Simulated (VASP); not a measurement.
A run of VASP 6.6.1:

File POSCAR:

```
Te2Mo
1.0
    3.5612561764      0.0000000000      0.0000000000
   -1.7806280882      3.0841383181      0.0000000000
    0.0000000000      0.0000000000     17.5238001931
Te Mo
2 1
Direct
    0.3333333333      0.6666666667      0.9252990270
    0.3333333333      0.6666666667      0.1020922919
    0.0000000000      0.0000000000      0.0000000000
```

Contents of INCAR.step1:

```
SYSTEM = Te2Mo
PREC = Accurate
ENCUT = 520
ISMEAR = 0
SIGMA = 0.05
LREAL = .False.
LASPH = .True.
NELM = 60
NBANDS = 20
GGA = PE
ALGO = Normal
EDIFF = 1E-4
LWAVE = .True.
LCHARG = .False.
```

INCAR.step2

```
SYSTEM = Te2Mo
PREC = Accurate
ENCUT = 520
EDIFF = 1E-7
ISMEAR = 0
SIGMA = 0.05
LREAL = .False.
LASPH = .True.
NELM = 60
ALGO = Normal
ISIF = 2
LWAVE = .False.
LCHARG = .False.
METAGGA = R2SCAN
LMIXTAU = .True.
NBANDS = 20
ISTART = 1
```

KPOINTS

```
Automatic mesh
0
Gamma
  12 12 2
  0 0 0
```

Potentials or basis: VASP PAW PBE potentials, release 64 (Te, Mo_sv).

Launch:

```console
$ cat potpaw_PBE.64/Te/POTCAR potpaw_PBE.64/Mo_sv/POTCAR > POTCAR
$ cp INCAR.step1 INCAR
$ mpirun -np 1 vasp_std > vasp.out
$ cp INCAR.step2 INCAR
$ mpirun -np 1 vasp_std > vasp.out
```

Hardware: 1 thread of AMD EPYC 7R43 64-Core Processor (Zen 3), with other jobs on the host.

Task: Estimate the wall time of this run.

Result: Run time: 25 min on 1 thread of AMD EPYC 7R43 64-Core Processor (Zen 3) (shared host), peak memory 0.42 GiB. Counts: k points 38.
